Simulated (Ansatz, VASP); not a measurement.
One calculation of AlN, two programs

File INCAR:

```
PREC     = Accurate       # precision mode
ENCUT    = 520            # plane-wave cutoff, eV
EDIFF    = 1E-6           # SCF threshold, eV
ISMEAR   = -1             # smearing method
SIGMA    = 0.1            # smearing width, eV
LREAL    = False          # projectors in reciprocal space
LASPH    = True           # aspherical terms in the spheres
NELM     = 100            # most SCF steps
ALGO     = Normal         # electronic algorithm
ISIF     = 2              # what is computed and relaxed
LWAVE    = False          # write WAVECAR
LCHARG   = False          # write CHGCAR
GGA      = PE             # functional
NBANDS   = 11             # bands
```

The input KPOINTS:

```
regular mesh
0
Gamma
  15 15 15
```

The input POSCAR:

```
AlN
1.0
    2.1420861625      0.0000000000      0.0000000000
    0.0000000000      2.1420861625      0.0000000000
    0.0000000000      0.0000000000      2.1420861625
Al N
1 1
Direct
    0.0000000000      0.0000000000      0.0000000000
    0.5000000000      0.5000000000      0.5000000000
```

Input for Ansatz:

```yaml
crystal:
  lattice:
    - [2.1420861625, 0.0, 0.0]
    - [0.0, 2.1420861625, 0.0]
    - [0.0, 0.0, 2.1420861625]
  atoms:
    - { symbol: Al, position: [0.0, 0.0, 0.0] }
    - { symbol: "N", position: [0.5, 0.5, 0.5] }
kpoints:
  mp_grid: { grid: [15, 15, 15] }
  band_path:
    path:
      - [0.0, 0.0, 0.0]
      - [0.0, 0.5, 0.0]
      - [0.5, 0.5, 0.0]
      - [0.0, 0.0, 0.0]
      - [0.5, 0.5, 0.5]
      - [0.0, 0.5, 0.0]
      - [0.5, 0.5, 0.5]
      - [0.5, 0.5, 0.0]
    npoints: 8
scf:
  occupations: { method: fermi_dirac, width: 0.1 }
hamiltonian:
  xc: pbe
  pseudopotentials: { kind: paw }
output:
  forces: true
  stress: true
  eigenvalues: true
  populations: true
  dos: { projected: true, de: 0.2, e_range: [-14, 8] }
```

Change from the starting cell: volume scaled by 0.55, PAW files.

Alike in both runs: task single point; functional PBE; k mesh 15 × 15 × 15; occupations fermi-dirac, width 0.1 eV; no spin polarisation.

|  | VASP | Ansatz |
| --- | --- | --- |
| version | VASP 6.6.1 | Ansatz 0.2.0 |
| potentials or method | VASP PAW PBE potentials, release 64 (Al, N) | PAW with Ansatz's default frozen-core files, scalar-relativistic |
| plane-wave cutoff (eV) | 520 | 420 |
| valence electrons in the cell | 8 | 8 |

VASP gave:

```
pressure (GPa) : 379.0
```

Q: Estimate Ansatz's values.

A: Pressure (GPa): 376.4.

Both programs put the cell under a high pressure, so it lies far from rest at this level.

Noted on VASP's run: the cell as given lies far from equilibrium.
